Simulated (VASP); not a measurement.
# AlN (R-3m) in VASP: notebook, part 2 of 2

VASP 6.6.1. Earlier steps stand in the parts before.

### 4 Single point, PBE

This run uses another cell than the first one, of 7.08 Å³/atom, 0.750 times its volume.

File INCAR:

```
  ALGO = Normal
  EDIFF = 1E-6
  ENCUT = 520
  GGA = PE
  ISIF = 2
  ISMEAR = 0
  LASPH = T
  LCHARG = T
  LELF = T
  LREAL = F
  LVHAR = T
  LWAVE = F
  NBANDS = 11
  NELM = 80
  PREC = Accurate
  SIGMA = 0.05
```

File KPOINTS:

```
k-points
0
Gamma
  10 10 10
```

File POSCAR:

```
AlN
1.0
   -0.1513726251      1.8473856293      1.8473856293
    1.8473856293     -0.1513726251      1.8473856293
    1.8473856293      1.8473856293     -0.1513726251
Al N
1 1
Direct
    0.5000000000      0.5000000000      0.5000000000
    0.0000000000      0.0000000000      0.0000000000
```

Potentials or basis: VASP PAW PBE potentials, release 64 (Al, N).

Launch:

```
cat potpaw_PBE.64/Al/POTCAR potpaw_PBE.64/N/POTCAR > POTCAR
mpirun -np 1 vasp_std > vasp.out
```

OUTCAR:

```text
EDIFF = 1E-6
   ENCUT = 520
   GGA = PE
   ISIF = 2
   ISMEAR = 0
   LASPH = T
   LREAL = F
   NELM = 80
   PREC = Accurate

 ion  position               nearest neighbor table
   1  0.500  0.500  0.500-   2 1.93   2 1.93   2 1.93   2 1.93   2 1.93   2 1.93
   2  0.000  0.000  0.000-   1 1.93   1 1.93   1 1.93   1 1.93   1 1.93   1 1.93

  LATTYP: Found a trigonal (rhomboedric) cell.
 ALAT       =     2.6169793653
 COS(alpha) =     0.4166624355

  Lattice vectors:

 A1 = (  -0.1513726251,   1.8473856293,   1.8473856293)
 A2 = (   1.8473856293,  -0.1513726251,   1.8473856293)
 A3 = (   1.8473856293,   1.8473856293,  -0.1513726251)

Analysis of symmetry for initial positions (statically):
=====================================================================
 Subroutine PRICEL returns:
 Original cell was already a primitive cell.

 Routine SETGRP: Setting up the symmetry group for a
 trigonal (rhombohedral) supercell.

 Subroutine GETGRP returns: Found 12 space group operations
 (whereof 12 operations were pure point group operations)
 out of a pool of 12 trial point group operations.

The static configuration has the point symmetry D_3d.

Analysis of symmetry for dynamics (positions and initial velocities):
=====================================================================
 Subroutine PRICEL returns:
 Original cell was already a primitive cell.

 Routine SETGRP: Setting up the symmetry group for a
 trigonal (rhombohedral) supercell.

 Subroutine GETGRP returns: Found 12 space group operations
 (whereof 12 operations were pure point group operations)
 out of a pool of 12 trial point group operations.

The dynamic configuration has the point symmetry D_3d.

 Subroutine INISYM returns: Found 12 space group operations
 (whereof 12 operations are pure point group operations),
 and found     1 'primitive' translations

----------------------------------------------------------------------------------------

                                     Primitive cell

  volume of cell :      14.1560

  direct lattice vectors                    reciprocal lattice vectors
    -0.151372625  1.847385629  1.847385629    -0.239468776  0.260841853  0.260841853
     1.847385629 -0.151372625  1.847385629     0.260841853 -0.239468776  0.260841853
     1.847385629  1.847385629 -0.151372625     0.260841853  0.260841853 -0.239468776

  length of vectors
     2.616979365  2.616979365  2.616979365     0.439797953  0.439797953  0.439797953

  position of ions in fractional coordinates (direct lattice)
     0.500000000  0.500000000  0.500000000
     0.000000000  0.000000000  0.000000000

  ion indices of the primitive-cell ions
   primitive index   ion index
                 1           1
                 2           2

----------------------------------------------------------------------------------------

 KPOINTS: k-points

Automatic generation of k-mesh.
 Grid dimensions read from file:
 generate k-points for:   10   10   10

 Generating k-lattice:

  Cartesian coordinates                     Fractional coordinates (reciprocal lattice)
    -0.023946878  0.026084185  0.026084185     0.100000000  0.000000000  0.000000000
     0.026084185 -0.023946878  0.026084185     0.000000000  0.100000000  0.000000000
     0.026084185  0.026084185 -0.023946878     0.000000000  0.000000000  0.100000000

  Length of vectors
     0.043979795  0.043979795  0.043979795

  Shift w.r.t. Gamma in fractional coordinates (k-lattice)
     0.000000000  0.000000000  0.000000000

 Subroutine IBZKPT returns following result:
 ===========================================

 Found    116 irreducible k-points:

 Following reciprocal coordinates:
            Coordinates               Weight
  0.000000  0.000000  0.000000      1.000000
  0.100000  0.000000 -0.000000      6.000000
  0.200000  0.000000 -0.000000      6.000000
  0.300000 -0.000000 -0.000000      6.000000
  0.400000 -0.000000 -0.000000      6.000000
  0.500000 -0.000000 -0.000000      3.000000
[... 16 lines left out ...]
  0.300000  0.300000 -0.000000      6.000000
  0.400000  0.300000 -0.000000     12.000000
 [... further k-points ...]
   k-points           NKPTS =    116   k-points in BZ     NKDIM =    116   number of bands    NBANDS=     11
   number of dos      NEDOS =    301   number of ions     NIONS =      2
   total plane-waves  NPLWV =   8000
   dimension x,y,z NGX =    20 NGY =   20 NGZ =   20
   dimension x,y,z NGXF=    40 NGYF=   40 NGZF=   40
   ions per type =               1   1
   NGX,Y,Z   is equivalent  to a cutoff of  12.71, 12.71, 12.71 a.u.
   NGXF,Y,Z  is equivalent  to a cutoff of  25.41, 25.41, 25.41 a.u.
 SYSTEM =  unknown system
   PREC   = accura    normal or accurate (medium, high low for compatibility)
   ISTART =      0    job   : 0-new  1-cont  2-samecut
   ICHARG =      2    charge: 1-file 2-atom 10-const
   ISPIN  =      1    spin polarized calculation?
   LNONCOLLINEAR =      F non collinear calculations
   LSORBIT =      F    spin-orbit coupling
   LASPH  =      T    aspherical Exc in radial PAW
   ENCUT  =  520.0 eV  38.22 Ry    6.18 a.u.   4.87  4.87  4.87*2*pi/ulx,y,z
   NELM   =     80;   NELMIN=  2; NELMDL= -5     # of ELM steps
   EDIFF  = 0.1E-05   stopping-criterion for ELM
   LREAL  =      F    real-space projection
   EDIFFG = 0.1E-04   stopping-criterion for IOM
   NSW    =      0    number of steps for IOM
   IBRION =     -1    ionic relax: 0-MD 1-quasi-New 2-CG
   NFREE  =      0    steps in history (QN), initial steepest desc. (CG)
   ISIF   =      2    stress and relaxation
   ISYM   =      2    0-nonsym 1-usesym 2-fastsym
   POTIM  = 0.5000    time-step for ionic-motion
   TEBEG  =    0.0;   TEEND  =   0.0 temperature during run
   PSTRESS=    0.0 pullay stress
   NELECT =       8.0000    total number of electrons
   NUPDOWN=      -1.0000    fix difference up-down
   EMIN   =  10.00;   EMAX   =-10.00  energy-range for DOS
   EFERMI =   0.00;   METHOD = LEGACY
   ISMEAR =     0;   SIGMA  =   0.05  broadening in eV -4-tet -1-fermi 0-gaus
   EFERMI_NEDOS =   21; number of points for ismear=-14 and -15
   IALGO  =     38    algorithm
   IMIX   =      4    mixing-type and parameters
     AMIX     =   0.40;   BMIX     =  1.00
     AMIX_MAG =   1.60;   BMIX_MAG =  1.00
  volume/ion in A,a.u.               =       7.08        47.76
  Fermi-wavevector in a.u.,A,eV,Ry     =   1.353499  2.557742 24.925327  1.831960
  Thomas-Fermi vector in A             =   2.480749
   LORBIT       =      0    0 simple, 1 ext, 2 COOP (PROOUT), +10 PAW based schemes
   GGA     = PE    functional components
   LHFCALC =     F    Hartree Fock is set to
   AEXX    =    0.0000 exact exchange contribution
   IVDW    =     0    specifies the selected vdW correction
   LEPSILON=     F    determine dielectric tensor
   LRPA    =     F    only Hartree local field effects (RPA)
 non-spin polarized calculation
 Gauss-broadening in eV      SIGMA  =   0.05
  energy-cutoff  :      520.00
  volume of cell :       14.16
 maximum number of plane-waves:       394
   NGX =  9   NGY =  9   NGZ =  9

 number of electron       7.9999999 magnetization

 Free energy of the ion-electron system (eV)
  ---------------------------------------------------
  ext. energy  EPLUGINS =         0.00000000
  ---------------------------------------------------
  free energy    TOTEN  =       -13.79534455 eV

  energy without entropy =      -13.79534455  energy(sigma->0) =      -13.79534455

 E-fermi :  13.5144     XC(G=0): -13.0391

 val. band max:       13.1995304510   @ k =   0.0000   0.0000   0.0000
 cond. band min:      16.2529078636   @ k =   0.5000   0.5000  -0.0000
 fundamental gap:      3.0533774126
 Fermi energy:        13.5144097508

 k-point     1 :       0.0000    0.0000    0.0000
  band No.  band energies     occupation
      1      -6.8995      2.00000
      2      11.6366      2.00000
      3      11.6366      2.00000
      4      13.1995      2.00000
      5      19.5919      0.00000
      6      23.4357      0.00000
      7      23.4357      0.00000
      8      28.6149      0.00000
      9      29.9767      0.00000
     10      31.3592      0.00000
     11      31.3592      0.00000
[... 309 lines left out ...]
 k-point    24 :       0.4000    0.3000   -0.0000
  band No.  band energies     occupation
      1      -3.3316      2.00000
      2       5.5366      2.00000
      3       8.2764      2.00000
      4      10.4626      2.00000
      5      18.2727      0.00000
      6      20.7168      0.00000
      7      25.5677      0.00000
      8      29.8306      0.00000
      9      30.9344      0.00000
     10      35.9682      0.00000
     11      39.0476      0.00000

 [... further k-points ...]
[... 5 lines left out ...]
  --------------------------------------------------------------------------------------
  -------------------------------------------------------------------------------------
  Total        5.5487866      5.5487866      5.5487866      2.3361025      2.3361025      2.3361025
  in kB      628.0121597    628.0121597    628.0121597    264.4002918    264.4002918    264.4002918
  external PRESSURE =     628.0121597 kB  Pullay stress =       0.0000000 kB

 VOLUME and BASIS-vectors are now :
 -----------------------------------------------------------------------------
  energy-cutoff  :      520.00
  volume of cell :       14.16
      direct lattice vectors                 reciprocal lattice vectors
    -0.151372625  1.847385629  1.847385629    -0.239468776  0.260841853  0.260841853
     1.847385629 -0.151372625  1.847385629     0.260841853 -0.239468776  0.260841853
     1.847385629  1.847385629 -0.151372625     0.260841853  0.260841853 -0.239468776

 POSITION                                       TOTAL-FORCE (eV/Angst)
 -----------------------------------------------------------------------------------
      1.77170      1.77170      1.77170        -0.000000      0.000000     -0.000000
      0.00000      0.00000      0.00000         0.000000     -0.000000      0.000000
 -----------------------------------------------------------------------------------
    total drift:                                0.000000     -0.000000     -0.000000

  FREE ENERGIE OF THE ION-ELECTRON SYSTEM (eV)
  ---------------------------------------------------
  free  energy   TOTEN  =       -13.7953445538 eV

  energy  without entropy=      -13.7953445538  energy(sigma->0) =      -13.79534455
```

stdout:

```text
POSCAR found type information on POSCAR AlN
 POSCAR found :  2 types and       2 ions
 scaLAPACK will be used
 LDA part: xc-table for (Slater+PW92), standard interpolation
 POSCAR, INCAR and KPOINTS ok, starting setup
 FFT: planning ... GRIDC
 FFT: planning ... GRID_SOFT
 FFT: planning ... GRID
 WAVECAR not read
 entering main loop
```

It took 8.1 s on 1 thread of AMD EPYC 9R45 (Zen 5), shared host; peak memory 0.1 GiB.

Results:

```
Free energy            : -13.7953 eV
Pressure               : 62.8 GPa
Band gap on the k mesh : 3.05 eV, indirect (least direct gap 6.27 eV)
```

Stress tensor (GPa, compression positive):
```
62.80 26.44 26.44
26.44 62.80 26.44
26.44 26.44 62.80
```

### 5 Single point, PBE

This run uses another cell than the first one, of 9.77 Å³/atom, 1.036 times its volume.

File INCAR:

```
SYSTEM = AlN
PREC = Accurate
ENCUT = 520
EDIFF = 1E-7
ISMEAR = 0
SIGMA = 0.05
LREAL = .False.
LASPH = .True.
NELM = 100
ALGO = Normal
ISIF = 2
LWAVE = .False.
LCHARG = .False.
GGA = PE
NBANDS = 11
```

File KPOINTS:

```
Automatic mesh
0
Gamma
  10 10 10
  0 0 0
```

File POSCAR:

```
AlN
1.0
   -0.1685652057      2.0572077564      2.0572077564
    2.0572077564     -0.1685652057      2.0572077564
    2.0572077564      2.0572077564     -0.1685652057
Al N
1 1
Direct
    0.5000000000      0.5000000000      0.5000000000
    0.0000000000      0.0000000000      0.0000000000
```

Potentials or basis: VASP PAW PBE potentials, release 64 (Al, N).

Launch:

```
cat potpaw_PBE.64/Al/POTCAR potpaw_PBE.64/N/POTCAR > POTCAR
mpirun -np 1 vasp_std > vasp.out
```

OUTCAR:

```text
SYSTEM = AlN
   PREC = Accurate
   ENCUT = 520
   EDIFF = 1E-7
   ISMEAR = 0
   LREAL = .False.
   LASPH = .True.
   NELM = 100
   ISIF = 2
   GGA = PE

 ion  position               nearest neighbor table
   1  0.500  0.500  0.500-   2 2.14   2 2.14   2 2.14   2 2.14   2 2.14   2 2.14
   2  0.000  0.000  0.000-   1 2.14   1 2.14   1 2.14   1 2.14   1 2.14   1 2.14

  LATTYP: Found a trigonal (rhomboedric) cell.
 ALAT       =     2.9142103106
 COS(alpha) =     0.4166624355

  Lattice vectors:

 A1 = (  -0.1685652057,   2.0572077564,   2.0572077564)
 A2 = (   2.0572077564,  -0.1685652057,   2.0572077564)
[... 516 lines left out ...]
      9      22.3275      0.00000
     10      28.0853      0.00000
     11      30.0314      0.00000

 [... further k-points ...]
[... 5 lines left out ...]
  --------------------------------------------------------------------------------------
  -------------------------------------------------------------------------------------
  Total       -3.2518227     -3.2518227     -3.2518227      2.0696838      2.0696838      2.0696838
  in kB     -266.5232558   -266.5232558   -266.5232558    169.6337424    169.6337424    169.6337424
  external PRESSURE =    -266.5232558 kB  Pullay stress =       0.0000000 kB

 VOLUME and BASIS-vectors are now :
 -----------------------------------------------------------------------------
  energy-cutoff  :      520.00
  volume of cell :       19.55
      direct lattice vectors                 reciprocal lattice vectors
    -0.168565206  2.057207756  2.057207756    -0.215044481  0.234237641  0.234237641
     2.057207756 -0.168565206  2.057207756     0.234237641 -0.215044481  0.234237641
     2.057207756  2.057207756 -0.168565206     0.234237641  0.234237641 -0.215044481

 POSITION                                       TOTAL-FORCE (eV/Angst)
 -----------------------------------------------------------------------------------
      1.97293      1.97293      1.97293         0.000000      0.000000      0.000000
      0.00000      0.00000      0.00000         0.000000      0.000000     -0.000000
 -----------------------------------------------------------------------------------
    total drift:                                0.000000     -0.000000     -0.000000

  FREE ENERGIE OF THE ION-ELECTRON SYSTEM (eV)
  ---------------------------------------------------
  free  energy   TOTEN  =       -14.0176634509 eV

  energy  without entropy=      -14.0176634509  energy(sigma->0) =      -14.01766345
```

stdout:

```text
POSCAR found type information on POSCAR AlN
 POSCAR found :  2 types and       2 ions
 scaLAPACK will be used
 LDA part: xc-table for (Slater+PW92), standard interpolation
 POSCAR, INCAR and KPOINTS ok, starting setup
 FFT: planning ... GRIDC
 FFT: planning ... GRID_SOFT
 FFT: planning ... GRID
 WAVECAR not read
 entering main loop
```

Run time: 6.7 s. Hardware: 1 thread of Intel Xeon 6975P-C (Granite Rapids), shared host; peak memory 0.14 GiB.

Results:

```
Free energy            : -14.0177 eV
Pressure               : -26.7 GPa
Band gap on the k mesh : 1.78 eV, indirect (least direct gap 2.26 eV)
```

### 6 Summary

| cell | gap on the mesh (eV) | pressure (GPa) |
| --- | --- | --- |
| a = 3.086 Å, angles 56.1°, 2 atoms | 2.62 | -22.0 |
| a = 2.836 Å, angles 54.8°, 2 atoms | 3.34 | 63.2 |
| a = 2.617 Å, angles 65.4°, 2 atoms | 3.05 | 62.8 |
| a = 2.914 Å, angles 65.4°, 2 atoms | 1.78 | -26.7 |

Alike in all rows: task single point; level PBE; potentials or basis VASP PAW PBE potentials, release 64 (Al, N); no spin polarisation; k mesh 10 × 10 × 10; cutoff (eV) 520; smearing gaussian 0.05 eV.

Total energies depend on the potentials used, so only differences within one code and one set of settings carry meaning.
